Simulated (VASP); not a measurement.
Set up this calculation in VASP 6.6.1, as the native input.

- Task: relaxation of cell and atoms
- Functional: LDA
- Potentials or basis: VASP PAW LDA potentials, release 64 (Te)
- Cutoff: 500 eV
- k mesh: 6 × 6 × 6
- Occupations: gaussian, width 0.05 eV
- Spin: no spin polarisation
- Dipole correction: no
- Further INCAR settings: ALGO = Normal; EDIFF = 1e-07; IBRION = 2; EDIFFG = -0.01; NSW = 80; ISIF = 3

The structure of Te lies in POSCAR:

```
Te
1.0
    0.0000000000      3.2350000000      3.2350000000
    3.2350000000      0.0000000000      3.2350000000
    3.2350000000      3.2350000000      0.0000000000
Te
2
Direct
    1.0000000000      1.0000000000      1.0000000000
    0.2500000000      0.2500000000      0.2500000000
```

This isn't the form of Te at room conditions, which is trigonal, of chains.

The input as run:

INCAR

```
ALGO = Normal
EDIFF = 1E-7
EDIFFG = -0.01
ENCUT = 500
GGA = CA
GGA_COMPAT = False
IBRION = 2
ISIF = 3
ISMEAR = 0
LASPH = True
LCHARG = False
LREAL = False
LWAVE = False
NELM = 120
NELMIN = 4
NSW = 80
PREC = Accurate
SIGMA = 0.05
```

KPOINTS

```
k-points
0
Gamma
  6 6 6
```

Potentials or basis: VASP PAW LDA potentials, release 64 (Te).

Launch:

```bash
$ cat potpaw_LDA.64/Te/POTCAR > POTCAR
$ mpirun -np 1 vasp_std > vasp.out
```

It gave:

| Item | Value |
| --- | --- |
| Relaxed volume | 43.05 Å³/atom |
| Relaxed cell | a = 4.956 Å, b = 4.956 Å, c = 4.956 Å, α = 60.00°, β = 60.00°, γ = 60.00° |
| Space group after relaxing (to 0.1 Å) | Fd-3m (No. 227) |
| Energy gained by relaxing | 286.3 meV/atom |
| Ionic steps | 4 |
| Pressure after relaxing | 0.0 GPa |
| Band gap on the k mesh | zero (bands 6 and 7 overlap by 0.99 eV) |

Caveat: the volume moved by over 15 % at a fixed basis, so the end points are rough; spin-orbit coupling is left out, which moves the levels of the heavy elements.

Run time: 30 s on 1 thread of Intel(R) Xeon(R) Platinum 8488C (Sapphire Rapids), with other jobs on the host, peak memory 0.17 GiB.
